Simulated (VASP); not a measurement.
Set up this calculation in VASP 6.6.1, as the native input.

```yaml
Task: single point
Functional: PBEsol
Potentials_or_basis: VASP PAW PBE potentials, release 64 (Sb_d_GW, Mo_sv)
Cutoff: 500 eV
k_mesh: 10 × 10 × 6
Occupations: fermi-dirac, width 0.08 eV
Spin: no spin polarisation
Dipole_correction: no
Further_INCAR_settings: ALGO = Normal; EDIFF = 1e-06; NBANDS = 37
```

The structure of SbMo (anti NiAs type) lies in POSCAR:

```
SbMo
1.0
    2.8373370602      0.0000000000      0.0000000000
   -1.4186685301      2.4572059732      0.0000000000
    0.0000000000      0.0000000000      7.8900575280
Sb Mo
2 2
Direct
    0.0000000000      0.0000000000      0.0000000000
    0.0000000000      0.0000000000      0.5000000000
    0.3333333333      0.6666666667      0.2500000000
    0.6666666667      0.3333333333      0.7500000000
```

The input as run:

INCAR

```
ALGO = Normal
EDIFF = 1E-6
ENCUT = 500
GGA = PS
GGA_COMPAT = F
ISIF = 2
ISMEAR = -1
LASPH = T
LCHARG = T
LELF = T
LREAL = F
LVHAR = T
LWAVE = F
NBANDS = 37
NELM = 120
PREC = Accurate
SIGMA = 0.08
```

KPOINTS

```
k-points
0
Gamma
  10 10 6
```

Potentials or basis: VASP PAW PBE potentials, release 64 (Sb_d_GW, Mo_sv).

Run with:

```sh
$ cat potpaw_PBE.64/Sb_d_GW/POTCAR potpaw_PBE.64/Mo_sv/POTCAR > POTCAR
$ mpirun -np 1 vasp_std > vasp.out
```

It gave:

The pressure is 93.8 GPa. The band gap on the k mesh is zero (bands 29 and 30 overlap by 2.05 eV).

Caveat: the cell stands under pressure; the PAW data sets were made with another functional, which shifts forces and pressure a little; spin-orbit coupling is left out, which moves the levels of the heavy elements.

Wall time 82 s on 1 thread of Intel(R) Xeon(R) Platinum 8488C (Sapphire Rapids), with other jobs on the host, peak memory 0.25 GiB.
